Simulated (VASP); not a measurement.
Ni:

```
CELL_PARAMETERS angstrom
0.00000 1.76194 1.76194
1.76194 0.00000 1.76194
1.76194 1.76194 0.00000
ATOMIC_POSITIONS crystal
Ni 0.00000 0.00000 0.00000
```

| Property | Result |
| --- | --- |
| Program | VASP 6.6.1 |
| Task | relaxation of cell and atoms |
| Functional | PBEsol |
| Potentials or basis | VASP PAW PBE potentials, release 64 (Ni) |
| Cutoff | 600 eV |
| k mesh | 20 × 20 × 20 |
| Occupations | fermi-dirac, width 0.05 eV |
| Spin | collinear spin, ferromagnetic start |
| Starting moments | [1.5] μB |

At the start: pressure -10.5 GPa; volume 10.94 Å³/atom.

**Question.** Where does the relaxation end?

**Answer.** Over 5 steps the energy falls by 19.5 meV/atom and the volume is 10.38 Å³/atom (-5.1 %); space group Fm-3m (No. 225, to 0.1 Å) before and after; moment 0.62 μB per cell.

Step by step:
| step | energy change (eV) | largest force (eV/Å) | pressure (GPa) | volume (Å³) |
| --- | --- | --- | --- | --- |
| 1 | 0.0000 | 0.0000 | -10.54 | 10.94 |
| 2 | 0.0026 | 0.0000 | 13.88 | 9.84 |
| 3 | -0.0195 | 0.0000 | -0.14 | 10.38 |
| 4 | -0.0195 | 0.0000 | 0.11 | 10.37 |
| 5 | -0.0195 | 0.0000 | -0.03 | 10.38 |

Final structure:
```
Ni
1.0
     0.00000    1.73145    1.73145
     1.73145    0.00000    1.73145
     1.73145    1.73145    0.00000
Ni
1
Direct
  0.00000 0.00000 0.00000
```

Caveat: the PAW data sets were made with another functional, which shifts forces and pressure a little.
